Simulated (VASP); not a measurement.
# HW4S8 (a cell with a defect) in VASP: a series of runs

The runs below take HW4S8 (a cell with a defect) through single point, with PBE.

Everything below comes from runs of VASP 6.6.1. Logs are shortened: lines on timing, memory, paths and dates and some standing lists are left out, and cuts for length are marked.

## Step 1: The cell of the first run

The cell holds a defect, 13 atoms: a = 6.375 Å, b = 6.375 Å, c = 8.332 Å, α = 67.50°, β = 67.50°, γ = 60.00°.

## Step 2: Single point, PBE (with an interstitial atom, then relaxed in part)

INCAR

```
ALGO = Normal ; EDIFF = 1E-6
ENCUT = 520 ; GGA = PE
ISIF = 2 ; ISMEAR = 0
LASPH = T ; LCHARG = T
LELF = T ; LREAL = F
LVHAR = T ; LWAVE = F
NBANDS = 64 ; NELECT = 104.0
NELM = 60 ; PREC = Accurate
SIGMA = 0.02
```

KPOINTS

```
k-points
0
Gamma
  3 3 3
```

POSCAR

```
HW4S8
1.0
    3.1877473260     -5.5213403304      0.0000000000
   -3.1877473260     -5.5213403304      0.0000000000
    0.0000000000     -3.6808935536     -7.4744493696
W S H
4 8 1
Direct
    0.4913037793      0.4910614672      0.9891993017
   -0.0044058452      0.4835906686      0.9880509119
    0.4838298517     -0.0046450711      0.9880524523
   -0.0043791360     -0.0046164110      0.9879340795
    0.8901477961      0.8899130516      0.7923175591
    0.3964697462      0.8933200509      0.7766729327
    0.8935610357      0.3962290136      0.7766709659
    0.3964263360      0.3961824179      0.7767099879
    0.7565695518      0.7563301840      0.1934191141
    0.2538504567      0.7544958105      0.2005568372
    0.7547350358      0.2536117591      0.2005593617
    0.2539162887      0.2536784831      0.2005962080
    0.9505022326      0.9502826692      0.6092204974
```

Potentials or basis: VASP PAW PBE potentials, release 64 (W_sv, S, H).

Run with:

```bash
cat potpaw_PBE.64/W_sv/POTCAR potpaw_PBE.64/S/POTCAR potpaw_PBE.64/H/POTCAR > POTCAR
mpirun -np 1 vasp_std > vasp.out
```

OUTCAR:

```text
EDIFF = 1E-6
   ENCUT = 520
   GGA = PE
   ISIF = 2
   ISMEAR = 0
   LASPH = T
   LREAL = F
   NELECT = 104.0
   NELM = 60
   PREC = Accurate

 ion  position               nearest neighbor table
   1  0.491  0.491  0.989-   8 2.42   6 2.42   7 2.42  12 2.43  10 2.43  11 2.43   2 3.19   3 3.19
                             4 3.19   4 3.19   3 3.19   2 3.19
   2  0.996  0.484  0.988-   5 2.38   7 2.41   8 2.41  11 2.41  12 2.41   9 2.43   3 3.11   4 3.11
                             1 3.19   1 3.19   4 3.26   3 3.26
   3  0.484  0.995  0.988-   5 2.38   6 2.41   8 2.41  10 2.41  12 2.41   9 2.43   2 3.11   4 3.11
                             1 3.19   1 3.19   4 3.26   2 3.26
   4  0.996  0.995  0.988-   5 2.39   7 2.41   6 2.41  10 2.41  11 2.41   9 2.43   2 3.11   3 3.11
                             1 3.19   1 3.19   3 3.26   2 3.26
   5  0.890  0.890  0.792-  13 1.37   3 2.38   2 2.38   4 2.39
   6  0.396  0.893  0.777-   4 2.41   3 2.41   1 2.42
   7  0.894  0.396  0.777-   4 2.41   2 2.41   1 2.42
   8  0.396  0.396  0.777-   3 2.41   2 2.41   1 2.42
   9  0.757  0.756  0.193-   3 2.43   2 2.43   4 2.43
  10  0.254  0.754  0.201-   3 2.41   4 2.41   1 2.43
  11  0.755  0.254  0.201-   2 2.41   4 2.41   1 2.43
  12  0.254  0.254  0.201-   3 2.41   2 2.41   1 2.43
  13  0.951  0.950  0.609-   5 1.37

  LATTYP: Found a trigonal (rhomboedric) cell.
 ALAT       =     8.3316487403
 COS(alpha) =     0.7072237310

  Lattice vectors:

 A1 = (  -3.1877473260,   1.8404467768,  -7.4744493696)
 A2 = (   3.1877473260,   1.8404467768,  -7.4744493696)
 A3 = (   0.0000000000,  -3.6808935536,  -7.4744493696)

Analysis of symmetry for initial positions (statically):
=====================================================================
 Subroutine PRICEL returns:
 Original cell was already a primitive cell.

 Routine SETGRP: Setting up the symmetry group for a
 trigonal (rhombohedral) supercell.

 Subroutine GETGRP returns: Found  1 space group operations
 (whereof  1 operations were pure point group operations)
 out of a pool of 12 trial point group operations.

The static configuration has the point symmetry C_1 .

Analysis of symmetry for dynamics (positions and initial velocities):
=====================================================================
 Subroutine PRICEL returns:
 Original cell was already a primitive cell.

 Routine SETGRP: Setting up the symmetry group for a
 trigonal (rhombohedral) supercell.

 Subroutine GETGRP returns: Found  1 space group operations
 (whereof  1 operations were pure point group operations)
[... 128 lines left out ...]
   ISMEAR =     0;   SIGMA  =   0.02  broadening in eV -4-tet -1-fermi 0-gaus
   EFERMI_NEDOS =   21; number of points for ismear=-14 and -15
   IALGO  =     38    algorithm
   IMIX   =      4    mixing-type and parameters
     AMIX     =   0.40;   BMIX     =  1.00
     AMIX_MAG =   1.60;   BMIX_MAG =  1.00
  volume/ion in A,a.u.               =      20.24       136.58
  Fermi-wavevector in a.u.,A,eV,Ry     =   1.201453  2.270417 19.639860  1.443489
  Thomas-Fermi vector in A             =   2.337261
   LORBIT       =      0    0 simple, 1 ext, 2 COOP (PROOUT), +10 PAW based schemes
   GGA     = PE    functional components
   LHFCALC =     F    Hartree Fock is set to
   AEXX    =    0.0000 exact exchange contribution
   IVDW    =     0    specifies the selected vdW correction
   LEPSILON=     F    determine dielectric tensor
   LRPA    =     F    only Hartree local field effects (RPA)
 non-spin polarized calculation
 Gauss-broadening in eV      SIGMA  =   0.02
  energy-cutoff  :      520.00
  volume of cell :      263.11
 maximum number of plane-waves:      7114
   NGX = 23   NGY = 23   NGZ = 31

 number of electron     103.9999992 magnetization

 Free energy of the ion-electron system (eV)
  ---------------------------------------------------
  ext. energy  EPLUGINS =         0.00000000
  ---------------------------------------------------
  free energy    TOTEN  =      -102.28073887 eV

  energy without entropy =     -102.28073887  energy(sigma->0) =     -102.28073887

 E-fermi :   4.6788     XC(G=0):  -9.4582

 val. band max:        4.5361718824   @ k =  -0.3333   0.3333  -0.3333
 cond. band min:       6.1306183673   @ k =  -0.3333   0.3333   0.0000
 fundamental gap:      1.5944464849
 Fermi energy:         4.6788049048

 k-point     1 :       0.0000    0.0000    0.0000
  band No.  band energies     occupation
      1     -69.5789      2.00000
      2     -69.5660      2.00000
      3     -69.5650      2.00000
      4     -69.4698      2.00000
      5     -34.0340      2.00000
      6     -33.9510      2.00000
[... 927 lines left out ...]
     63       8.0834      0.00000
     64       8.2283      0.00000

------------------------ aborting loop because EDIFF is reached ----------------------------------------

  FORCE on cell =-STRESS in cart. coord.  units (eV):
  Direction    XX          YY          ZZ          XY          YZ          ZX
  --------------------------------------------------------------------------------------
  -------------------------------------------------------------------------------------
  Total       -7.7124797     -7.7060865    -10.7268377      0.0000195     -0.0229117     -0.0002015
  in kB      -46.9642089    -46.9252778    -65.3197759      0.0001190     -0.1395182     -0.0012269
  external PRESSURE =     -53.0697542 kB  Pullay stress =       0.0000000 kB

 VOLUME and BASIS-vectors are now :
 -----------------------------------------------------------------------------
  energy-cutoff  :      520.00
  volume of cell :      263.11
      direct lattice vectors                 reciprocal lattice vectors
     3.187747326 -5.521340330  0.000000000     0.156850575 -0.090557722  0.044596373
    -3.187747326 -5.521340330  0.000000000    -0.156850575 -0.090557722  0.044596373
     0.000000000 -3.680893554 -7.474449370     0.000000000  0.000000000 -0.133789120

 POSITION                                       TOTAL-FORCE (eV/Angst)
 -----------------------------------------------------------------------------------
      0.00077     -9.06511     -7.39372        -0.000064      0.000415     -0.001447
      1.63214    -11.80399     -7.38514         0.011308      0.006819     -0.012400
     -1.63061    -11.80400     -7.38515        -0.011242      0.006876     -0.012449
      0.00076    -14.62949     -7.38426         0.000018     -0.011879     -0.013796
      0.00075    -12.74476     -5.92214        -0.000001      0.000144      0.086645
     -1.58383     -9.98022     -5.80520        -0.000237      0.000939      0.001117
      1.58537     -9.98021     -5.80519         0.000167      0.001003      0.001098
      0.00078     -7.23525     -5.80548        -0.000012      0.000956      0.001096
      0.00076     -9.06519     -1.44570        -0.000125      0.000505      0.002203
     -1.59593     -6.30565     -1.49905        -0.000180      0.000362      0.003320
      1.59745     -6.30566     -1.49907         0.000214      0.000587      0.003526
      0.00076     -3.54098     -1.49935         0.000144      0.001204      0.003633
      0.00070    -12.73736     -4.55359         0.000012     -0.007932     -0.062545
 -----------------------------------------------------------------------------------
    total drift:                                0.000151      0.000094     -0.000201

  FREE ENERGIE OF THE ION-ELECTRON SYSTEM (eV)
  ---------------------------------------------------
  free  energy   TOTEN  =      -102.2807388651 eV

  energy  without entropy=     -102.2807388651  energy(sigma->0) =     -102.28073887
```

Wall time 6.2 min (1 thread of Intel Xeon 8259CL, shared host); peak memory 0.48 GiB.

Results:

```
Free energy   : -102.2807 eV
Largest force : 0.087 eV/Å
```

Forces in eV/Å, atoms in the order of the input:
```
W    0.000  0.000 -0.001
W    0.011  0.007 -0.012
W   -0.011  0.007 -0.012
W    0.000 -0.012 -0.014
S    0.000  0.000  0.087
S    0.000  0.001  0.001
S    0.000  0.001  0.001
S    0.000  0.001  0.001
S    0.000  0.001  0.002
S    0.000  0.000  0.003
S    0.000  0.001  0.004
S    0.000  0.001  0.004
H    0.000 -0.008 -0.063
```

Caveat: the cell carries a net charge on a neutralising background, which shifts energy and pressure; the cell differs from its parent crystal (with an interstitial atom, then relaxed in part); the cell is charged against a uniform background, so pressure and absolute levels hang on convention; spin-orbit coupling is left out, which moves the levels of the heavy elements.

## Step 3: Single point, PBE

INCAR

```
ALGO     = Normal         # electronic algorithm
EDIFF    = 1E-6           # SCF threshold, eV
ENCUT    = 520            # plane-wave cutoff, eV
GGA      = PE             # functional
ISIF     = 2              # what is computed and relaxed
ISMEAR   = 0              # smearing method
LASPH    = T              # aspherical terms in the spheres
LCHARG   = T              # write CHGCAR
LELF     = T              # ELF
LREAL    = F              # projectors in reciprocal space
LVHAR    = T            
LWAVE    = F              # write WAVECAR
NBANDS   = 64             # bands
NELECT   = 104.0        
NELM     = 80             # most SCF steps
PREC     = Accurate       # precision mode
SIGMA    = 0.02           # smearing width, eV
```

KPOINTS is that of step 2.

POSCAR

```
HW4S8
1.0
    3.1877473260     -5.5213403304      0.0000000000
   -3.1877473260     -5.5213403304      0.0000000000
    0.0000000000     -3.6808935536     -7.4744493696
W S H
4 8 1
Direct
    0.5005972397      0.5005956712      0.9991153369
    0.0048875872      0.4931248409      0.9979668911
    0.4931233252      0.0048892084      0.9979683628
    0.0049142933      0.0049177440      0.9978500932
    0.8994412787      0.8994472390      0.8022335430
    0.4057631149      0.9028542698      0.7865889123
    0.9028544860      0.4057633310      0.7865869055
    0.4057197694      0.4057166324      0.7866259719
    0.7658630570      0.7658643118      0.2033351120
    0.2631439953      0.7640299931      0.2104727616
    0.7640285071      0.2631459601      0.2104753036
    0.2632097579      0.2632125812      0.2105122294
    0.9597956513      0.9598169830      0.6191364435
```

Potentials or basis: VASP PAW PBE potentials, release 64 (W_sv, S, H).

Run with:

```bash
cat potpaw_PBE.64/W_sv/POTCAR potpaw_PBE.64/S/POTCAR potpaw_PBE.64/H/POTCAR > POTCAR
mpirun -np 1 vasp_std > vasp.out
```

Run time: 6 min. Hardware: 1 thread of Intel Xeon 8259CL, shared host; peak memory 0.47 GiB.

The run converged. Its results:

```yaml
Free_energy: -102.2807 eV
Largest_force: 0.087 eV/Å
```

Forces in eV/Å, atoms in the order of the input:
```
W    0.000  0.000 -0.001
W    0.011  0.007 -0.013
W   -0.011  0.007 -0.012
W    0.000 -0.012 -0.014
S    0.000  0.000  0.087
S    0.000  0.001  0.001
S    0.000  0.001  0.001
S    0.000  0.001  0.001
S    0.000  0.000  0.002
S    0.000  0.001  0.003
S    0.000  0.001  0.003
S    0.000  0.001  0.003
H    0.000 -0.008 -0.062
```

Levels at points of the mesh, in eV from the Fermi level:
```
           k point  band 49  band 50  band 51  band 52  band 53  band 54  band 55  band 56
(0.00, 0.00, 0.00)    -1.17    -1.05    -1.05    -0.51     2.58     2.58     2.58     2.70
```

Caveat: the cell carries a net charge on a neutralising background, which shifts energy and pressure; the cell is charged against a uniform background, so pressure and absolute levels hang on convention; spin-orbit coupling is left out, which moves the levels of the heavy elements.
